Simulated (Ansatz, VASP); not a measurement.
## One calculation of HCl, two programs

```
CELL_PARAMETERS angstrom
0.00000 2.80594 2.87438
2.80594 0.00000 2.87438
2.80594 2.80594 0.00000
ATOMIC_POSITIONS crystal
H 0.00000 0.00000 0.00000
Cl 0.50000 0.50000 0.50000
```

Change from the starting cell: strain +0.025 along x and y, +0.050 along z, atoms carried along.

Alike in both runs: task single point; functional PBEsol; k mesh 16 × 16 × 16; occupations gaussian, width 0.15 eV; no spin polarisation.

```csv
,VASP,Ansatz
version,VASP 6.6.1,Ansatz 0.2.0
potentials or method,"VASP PAW PBE potentials, release 64 (H, Cl), cutoff 520 eV","scalar-relativistic, plane waves, PAW"
valence electrons in the cell,8,8
```

VASP gave:

- gap on the k mesh at the Fermi level (eV): none
- pressure (GPa): -9.5
- traceless stress, the component that is largest in VASP (GPa): 1.06

**Question.** What did Ansatz give for the same quantities?

**Answer.** gap on the k mesh at the Fermi level (eV): none; pressure (GPa): -9.4; traceless stress, the component that is largest in VASP (GPa): 1.06.

VASP's potentials were made for PBE, not for PBEsol. A gap of «none» marks a metal or a gap that the smearing closes.
